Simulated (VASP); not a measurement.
# BiTe (R-3m) in VASP: settings compared, part 2 of 2

VASP 6.6.1.

## 3. Relaxation of cell and atoms, LDA

This run uses another cell than the first one, of 33.72 Å³/atom, 1.012 times its volume.

Contents of INCAR:

```
PREC = Accurate
ENCUT = 600
EDIFF = 1E-6
ISMEAR = -1
SIGMA = 0.05
LREAL = F
LASPH = T
NELM = 80
ALGO = Normal
ISIF = 3
LWAVE = F
LCHARG = F
GGA = CA
IBRION = 2
NSW = 60
EDIFFG = -0.01
```

Contents of KPOINTS:

```
Automatic mesh
0
Gamma
  7 7 7
```

Contents of POSCAR:

```
BiTe
1.0
    2.4227077728      1.3987509848      3.3172919545
   -2.4227077728      1.3987509848      3.3172919545
    0.0000000000     -2.7975019696      3.3172919545
Bi Te
1 1
Direct
    0.5000000000      0.5000000000      0.5000000000
    0.0000000000      0.0000000000      0.0000000000
```

Potentials or basis: VASP PAW LDA potentials, release 64 (Bi_d, Te).

Started as:

```
$ cat potpaw_LDA.64/Bi_d/POTCAR potpaw_LDA.64/Te/POTCAR > POTCAR
$ mpirun -np 1 vasp_std > vasp.out
```

OUTCAR:

```text
PREC = Accurate
   ENCUT = 600
   EDIFF = 1E-6
   ISMEAR = -1
   LREAL = F
   LASPH = T
   NELM = 80
   ISIF = 3
   GGA = CA
   IBRION = 2
   NSW = 60
   EDIFFG = -0.01

 ion  position               nearest neighbor table
   1  0.500  0.500  0.500-   2 3.25   2 3.25   2 3.25   2 3.25   2 3.25   2 3.25
   2  0.000  0.000  0.000-   1 3.25   1 3.25   1 3.25   1 3.25   1 3.25   1 3.25

  LATTYP: Found a trigonal (rhomboedric) cell.
 ALAT       =     4.3394058558
 COS(alpha) =     0.3765932224

  Lattice vectors:

 A1 = (   2.4227077728,   1.3987509848,   3.3172919545)
 A2 = (  -2.4227077728,   1.3987509848,   3.3172919545)
 A3 = (   0.0000000000,  -2.7975019696,   3.3172919545)

Analysis of symmetry for initial positions (statically):
=====================================================================
 Subroutine PRICEL returns:
 Original cell was already a primitive cell.

 Routine SETGRP: Setting up the symmetry group for a
 trigonal (rhombohedral) supercell.

 Subroutine GETGRP returns: Found 12 space group operations
 (whereof 12 operations were pure point group operations)
 out of a pool of 12 trial point group operations.

The static configuration has the point symmetry D_3d.

Analysis of symmetry for dynamics (positions and initial velocities):
=====================================================================
 Subroutine PRICEL returns:
 Original cell was already a primitive cell.

 Routine SETGRP: Setting up the symmetry group for a
 trigonal (rhombohedral) supercell.

 Subroutine GETGRP returns: Found 12 space group operations
 (whereof 12 operations were pure point group operations)
 out of a pool of 12 trial point group operations.

The dynamic configuration has the point symmetry D_3d.

 Subroutine INISYM returns: Found 12 space group operations
 (whereof 12 operations are pure point group operations),
 and found     1 'primitive' translations

----------------------------------------------------------------------------------------

                                     Primitive cell

  volume of cell :      67.4491

  direct lattice vectors                    reciprocal lattice vectors
     2.422707773  1.398750985  3.317291954     0.206380648  0.119153923  0.100483568
    -2.422707773  1.398750985  3.317291954    -0.206380648  0.119153923  0.100483568
     0.000000000 -2.797501970  3.317291954     0.000000000 -0.238307845  0.100483568

  length of vectors
     4.339405856  4.339405856  4.339405856     0.258626326  0.258626326  0.258626326

  position of ions in fractional coordinates (direct lattice)
     0.500000000  0.500000000  0.500000000
     0.000000000  0.000000000  0.000000000

  ion indices of the primitive-cell ions
   primitive index   ion index
                 1           1
                 2           2

----------------------------------------------------------------------------------------

 KPOINTS: Automatic mesh

Automatic generation of k-mesh.
 Grid dimensions read from file:
 generate k-points for:    7    7    7

 Generating k-lattice:

  Cartesian coordinates                     Fractional coordinates (reciprocal lattice)
     0.029482950  0.017021989  0.014354795     0.142857143  0.000000000  0.000000000
    -0.029482950  0.017021989  0.014354795     0.000000000  0.142857143  0.000000000
     0.000000000 -0.034043978  0.014354795     0.000000000  0.000000000  0.142857143

[... 62 lines left out ...]
   ISIF   =      3    stress and relaxation
   ISYM   =      2    0-nonsym 1-usesym 2-fastsym
   POTIM  = 0.5000    time-step for ionic-motion
   TEBEG  =    0.0;   TEEND  =   0.0 temperature during run
   PSTRESS=    0.0 pullay stress
   NELECT =      21.0000    total number of electrons
   NUPDOWN=      -1.0000    fix difference up-down
   EMIN   =  10.00;   EMAX   =-10.00  energy-range for DOS
   EFERMI =   0.00;   METHOD = LEGACY
   ISMEAR =    -1;   SIGMA  =   0.05  broadening in eV -4-tet -1-fermi 0-gaus
   EFERMI_NEDOS =   21; number of points for ismear=-14 and -15
   IALGO  =     38    algorithm
   IMIX   =      4    mixing-type and parameters
     AMIX     =   0.40;   BMIX     =  1.00
     AMIX_MAG =   1.60;   BMIX_MAG =  1.00
  volume/ion in A,a.u.               =      33.72       227.58
  Fermi-wavevector in a.u.,A,eV,Ry     =   1.109573  2.096789 16.750837  1.231152
  Thomas-Fermi vector in A             =   2.246114
   LORBIT       =      0    0 simple, 1 ext, 2 COOP (PROOUT), +10 PAW based schemes
   GGA     = CA    functional components
   LHFCALC =     F    Hartree Fock is set to
   AEXX    =    0.0000 exact exchange contribution
   IVDW    =     0    specifies the selected vdW correction
   LEPSILON=     F    determine dielectric tensor
   LRPA    =     F    only Hartree local field effects (RPA)
 conjugate gradient relaxation of ions
 non-spin polarized calculation
  energy-cutoff  :      600.00
  volume of cell :       67.45
 maximum number of plane-waves:      2263
   NGX = 17   NGY = 17   NGZ = 17

--------------------------------------- Ionic step        1  -------------------------------------------

 number of electron      21.0000005 magnetization

 Free energy of the ion-electron system (eV)
  ---------------------------------------------------
  ext. energy  EPLUGINS =         0.00000000
  ---------------------------------------------------
  free energy    TOTEN  =        -8.47962010 eV

  energy without entropy =       -8.46749112  energy(sigma->0) =       -8.47355561

------------------------ aborting loop because EDIFF is reached ----------------------------------------

  FORCE on cell =-STRESS in cart. coord.  units (eV):
  Direction    XX          YY          ZZ          XY          YZ          ZX
  --------------------------------------------------------------------------------------
  -------------------------------------------------------------------------------------
  Total       -1.4790110     -1.4790110     -1.2679493      0.0000000      0.0000000      0.0000000
  in kB      -35.1322197    -35.1322197    -30.1186898      0.0000000      0.0000000      0.0000000
  external PRESSURE =     -33.4610431 kB  Pullay stress =       0.0000000 kB
[... 89 lines left out ...]
  FREE ENERGIE OF THE ION-ELECTRON SYSTEM (eV)
  ---------------------------------------------------
  free  energy   TOTEN  =        -8.5270142799 eV

  energy  without entropy=       -8.5141958501  energy(sigma->0) =       -8.52060507

 E-fermi :   7.2425     XC(G=0):  -9.9936

 val. band max:        7.2321858360   @ k =  -0.4286   0.2857   0.2857
 cond. band min:       7.3124489103   @ k =  -0.4286   0.2857   0.2857
 fundamental gap:      0.0802630743
 Fermi energy:         7.2424552066

 k-point     1 :       0.0000    0.0000    0.0000
  band No.  band energies     occupation
      1     -15.9426      2.00000
      2     -15.9426      2.00000
      3     -15.9285      2.00000
      4     -15.9285      2.00000
      5     -15.9045      2.00000
      6      -6.6824      2.00000
      7      -0.8606      2.00000
      8       4.1414      2.00000
      9       4.1414      2.00000
     10       5.6094      2.00000
     11       9.2353      0.00000
     12       9.9076      0.00000
     13       9.9076      0.00000
     14      11.1805      0.00000
[... 379 lines left out ...]
      3     -15.9245      2.00000
      4     -15.9115      2.00000
      5     -15.9029      2.00000
      6      -5.3421      2.00000
      7      -2.6762      2.00000
      8       3.1692      2.00000
      9       3.7008      2.00000
     10       4.6684      2.00000
     11       7.4236      0.05202
     12       7.9732      0.00000
     13      10.2259      0.00000
     14      10.9225      0.00000

 [... further k-points ...]

[... ionic steps 4 to 9 ...]

--------------------------------------- Ionic step       10  -------------------------------------------

 number of electron      20.9999997 magnetization

------------------------ aborting loop because EDIFF is reached ----------------------------------------
[... 67 lines left out ...]
--------------------------------------- Ionic step       12  -------------------------------------------

 number of electron      20.9999998 magnetization

 Free energy of the ion-electron system (eV)
  ---------------------------------------------------
  ext. energy  EPLUGINS =         0.00000000
  ---------------------------------------------------
  free energy    TOTEN  =        -8.52974432 eV

  energy without entropy =       -8.51731334  energy(sigma->0) =       -8.52352883

 E-fermi :   7.3432     XC(G=0): -10.0425

 val. band max:        7.3268031411   @ k =  -0.2857   0.2857   0.1429
 cond. band min:       7.3851821878   @ k =  -0.4286   0.2857   0.2857
 fundamental gap:      0.0583790467
 Fermi energy:         7.3431605416

 k-point     1 :       0.0000    0.0000    0.0000
  band No.  band energies     occupation
      1     -15.8364      2.00000
      2     -15.8364      2.00000
      3     -15.8227      2.00000
      4     -15.8227      2.00000
      5     -15.7965      2.00000
      6      -6.6160      2.00000
      7      -0.7469      2.00000
      8       4.2065      2.00000
      9       4.2065      2.00000
     10       5.8037      2.00000
     11       9.3666      0.00000
     12      10.1236      0.00000
     13      10.1236      0.00000
     14      11.2185      0.00000
[... 420 lines left out ...]
  FREE ENERGIE OF THE ION-ELECTRON SYSTEM (eV)
  ---------------------------------------------------
  free  energy   TOTEN  =        -8.5297443216 eV

  energy  without entropy=       -8.5173133449  energy(sigma->0) =       -8.52352883

 reached required accuracy - stopping structural energy minimisation
```

OSZICAR:

```text
N       E                     dE             d eps       ncg     rms          rms(c)
DAV:   1     0.158301263191E+03    0.15830E+03   -0.11014E+04  1232   0.160E+03
DAV:   2     0.360466606927E+01   -0.15470E+03   -0.15275E+03  1292   0.372E+02
DAV:   3    -0.821805043638E+01   -0.11823E+02   -0.11712E+02  1628   0.105E+02
DAV:   4    -0.852293726727E+01   -0.30489E+00   -0.30447E+00  1482   0.190E+01
[... 97 lines left out ...]
DAV:   3    -0.852979924712E+01    0.37705E-02   -0.11410E-02  1466   0.151E+00    0.765E-02
DAV:   4    -0.852976549178E+01    0.33755E-04   -0.64434E-04  1406   0.341E-01    0.518E-02
DAV:   5    -0.852974551383E+01    0.19978E-04   -0.49343E-05  1614   0.116E-01    0.165E-02
DAV:   6    -0.852974434527E+01    0.11686E-05   -0.78209E-06  1352   0.407E-02    0.418E-03
DAV:   7    -0.852974432155E+01    0.23716E-07   -0.39363E-07   640   0.656E-03
  12 F= -.85297443E+01 E0= -.85235288E+01  d E =-.178178E-02
```

CONTCAR:

```text
BiTe
   1.00000000000000
     2.3907526423967593    1.3803016816594476    3.1668242688581056
    -2.3907526423967593    1.3803016816594476    3.1668242688581056
     0.0000000000000001   -2.7606033633188951    3.1668242688581056
  Bi              Te
     1     1
Direct
     0.5000000000000000    0.5000000000000000    0.5000000000000000
     0.0000000000000000    0.0000000000000000    0.0000000000000000

  0.00000000E+00  0.00000000E+00  0.00000000E+00
  0.00000000E+00  0.00000000E+00  0.00000000E+00
```

Wall time 99 s (1 thread of Intel Xeon 6975P-C (Granite Rapids), shared host); peak memory 0.21 GiB.

Results:

| Quantity | Value |
| --- | --- |
| Free energy | -8.5297 eV |
| Relaxed volume | 31.35 Å³/atom |
| Relaxed cell | a = 4.201 Å, b = 4.201 Å, c = 4.201 Å, α = 69.37°, β = 69.37°, γ = 69.37° |
| Space group after relaxing (to 0.05 Å) | R-3m (No. 166) |
| Energy gained by relaxing | 25.1 meV/atom |
| Ionic steps | 12 |
| Pressure after relaxing | 0.0 GPa |

The path:
```tsv
step	energy change (eV)	largest force (eV/Å)	pressure (GPa)	volume (Å³)
1	0.0000	0.0000	-3.35	67.45
2	-0.0297	0.0000	2.46	60.80
3	-0.0474	0.0000	-0.03	63.19
4	-0.0474	0.0000	-0.04	63.11
5	-0.0428	0.0000	1.19	61.95
6	-0.0473	0.0000	0.12	63.02
7	-0.0481	0.0000	-0.12	63.23
8	-0.0483	0.0000	-0.35	63.42
9	-0.0488	0.0000	-0.32	63.32
10	-0.0498	0.0000	-0.18	63.01
11	-0.0498	0.0000	0.10	62.39
12	-0.0501	0.0000	-0.03	62.70
```

Final structure:
```cif
data_structure
_symmetry_space_group_name_H-M 'P 1'
_symmetry_Int_Tables_number 1
_cell_length_a 4.2012
_cell_length_b 4.2012
_cell_length_c 4.2012
_cell_angle_alpha 69.371
_cell_angle_beta 69.371
_cell_angle_gamma 69.371
_cell_volume 62.70
loop_
_atom_site_label
_atom_site_type_symbol
_atom_site_fract_x
_atom_site_fract_y
_atom_site_fract_z
_atom_site_occupancy
Bi1 Bi 0.50000 0.50000 0.50000 1
Te1 Te 0.00000 0.00000 0.00000 1
```

Levels at points of the mesh, in eV from the Fermi level:
| k point | band 6 | band 7 | band 8 | band 9 | band 10 | band 11 | band 12 | band 13 | band 14 |
| --- | --- | --- | --- | --- | --- | --- | --- | --- | --- |
| (0.00, 0.00, 0.00) | -13.96 | -8.09 | -3.14 | -3.14 | -1.54 | 2.02 | 2.78 | 2.78 | 3.88 |

Caveat: spin-orbit coupling is left out, which moves the levels of the heavy elements.

## 4. Relaxation of cell and atoms, PBE

This run uses another cell than the first one, of 33.72 Å³/atom, 1.012 times its volume.

Contents of INCAR:

```
SYSTEM = BiTe
PREC = Accurate
ENCUT = 600
EDIFF = 1E-6
ISMEAR = -1
SIGMA = 0.05
LREAL = .FALSE.
LASPH = .TRUE.
NELM = 60
ALGO = Normal
ISIF = 3
LWAVE = .FALSE.
LCHARG = .FALSE.
GGA = PE
IBRION = 2
NSW = 60
EDIFFG = -0.01
```

Contents of KPOINTS:

```
regular mesh
0
G
  7 7 7
  0 0 0
```

POSCAR is that of step 3.

Potentials or basis: VASP PAW PBE potentials, release 64 (Bi_d, Te).

Started as:

```
$ cat potpaw_PBE.64/Bi_d/POTCAR potpaw_PBE.64/Te/POTCAR > POTCAR
$ mpirun -np 1 vasp_std > vasp.out
```

Run time: 33 s. Hardware: 1 thread of Intel Xeon 6975P-C (Granite Rapids), shared host; peak memory 0.25 GiB.

It converged, with:

```yaml
Free_energy: -7.1747 eV
Relaxed_volume: 33.79 Å³/atom
Relaxed_cell: a = 4.342 Å, b = 4.342 Å, c = 4.342 Å, α = 67.90°, β = 67.90°, γ = 67.90°
Space_group_after_relaxing_to_0.05_Å: R-3m (No. 166)
Energy_gained_by_relaxing: 0.0 meV/atom
Ionic_steps: 4
Pressure_after_relaxing: 0.0 GPa
```

Final structure:
```cif
data_structure
_symmetry_space_group_name_H-M 'P 1'
_symmetry_Int_Tables_number 1
_cell_length_a 4.3418
_cell_length_b 4.3418
_cell_length_c 4.3418
_cell_angle_alpha 67.899
_cell_angle_beta 67.899
_cell_angle_gamma 67.899
_cell_volume 67.58
loop_
_atom_site_label
_atom_site_type_symbol
_atom_site_fract_x
_atom_site_fract_y
_atom_site_fract_z
_atom_site_occupancy
Bi1 Bi 0.50000 0.50000 0.50000 1
Te1 Te 0.00000 0.00000 0.00000 1
```

Levels at points of the mesh, in eV from the Fermi level:
```tsv
k point	band 6	band 7	band 8	band 9	band 10	band 11	band 12	band 13	band 14
(0.00, 0.00, 0.00)	-13.48	-8.29	-2.91	-2.91	-1.61	1.86	2.49	2.49	4.06
```

Caveat: spin-orbit coupling is left out, which moves the levels of the heavy elements.

## 5. Overview

```csv
task,level,potentials or basis,cell,cutoff (eV),gap on the mesh (eV),pressure (GPa),relaxed volume (Å³/atom)
single point,r2SCAN,"VASP PAW PBE potentials, release 64 (Bi_d, Te)","a = 4.322 Å, angles 67.9°, 2 atoms",520,none,0.0,-
relaxation of cell and atoms,LDA,"VASP PAW LDA potentials, release 64 (Bi_d, Te)","relaxed from a = 4.339 Å, angles 67.9°, 2 atoms",600,none,0.0,31.35
relaxation of cell and atoms,PBE,"VASP PAW PBE potentials, release 64 (Bi_d, Te)","relaxed from a = 4.339 Å, angles 67.9°, 2 atoms",600,none,0.0,33.79
```

Alike in all rows: no spin polarisation; k mesh 7 × 7 × 7; smearing fermi-dirac 0.05 eV.

Caveats: spin-orbit coupling is left out, which moves the levels of the heavy elements; the PAW data sets were made with another functional, which shifts forces and pressure a little (some runs).

Absolute energies hang on the potentials; compare differences alone.
